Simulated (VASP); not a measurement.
Write the native input for VASP 6.6.1 that does the following.

```yaml
Task: single point
Functional: PBE
Potentials_or_basis: VASP PAW PBE potentials, release 64 (Ta_pv, N)
Cutoff: 520 eV
k_mesh: 20 × 20 × 12
Occupations: gaussian, width 0.15 eV
Spin: no spin polarisation
Dipole_correction: no
Further_INCAR_settings: ALGO = Fast; EDIFF = 1e-06; NBANDS = 24
```

The structure of TaN lies in POSCAR:

```
TaN
1.0
    0.0000000000      0.0000000000      2.8977716017
    2.9501846798      0.0000000000      0.0000000000
    0.0000000000      5.1098697572      0.0000000000
Ta N
2 2
Direct
    0.5366026146      0.0359523314      0.3333333333
    0.4633973854      0.4640476686      0.8333333333
    0.0133020537      0.5139639759      0.5000000000
   -0.0133020537     -0.0139639759      0.0000000000
```

This cell differs from its parent crystal: atoms displaced along a vibrational mode.

These files were run (other wordings do the same):

INCAR

```
SYSTEM = TaN
PREC = Accurate
ENCUT = 520
EDIFF = 1E-6
ISMEAR = 0
SIGMA = 0.15
LREAL = .False.
LASPH = .True.
NELM = 80
ALGO = Fast
ISIF = 2
LWAVE = .False.
LCHARG = .False.
GGA = PE
NBANDS = 24
```

KPOINTS

```
Automatic mesh
0
Gamma
  20 20 12
  0 0 0
```

Potentials or basis: VASP PAW PBE potentials, release 64 (Ta_pv, N).

Run with:

```bash
$ cat potpaw_PBE.64/Ta_pv/POTCAR potpaw_PBE.64/N/POTCAR > POTCAR
$ mpirun -np 1 vasp_std > vasp.out
```

Results of the run:

```yaml
Pressure: 4.4 GPa
Largest_force: 2.897 eV/Å
Band_gap_on_the_k_mesh: zero (bands 16 and 17 overlap by 0.26 eV)
```

Caveat: the cell differs from its parent crystal (atoms displaced along a vibrational mode); the stress differs along the axes, from 2 to 8 GPa; spin-orbit coupling is left out, which moves the levels of the heavy elements; forces of over 1 eV/Å act on the atoms, so gaps and moduli don't describe the material at rest.

It took 24 min on 1 thread of AMD EPYC 9755 128-Core Processor (shared host), peak memory 1.1 GiB.
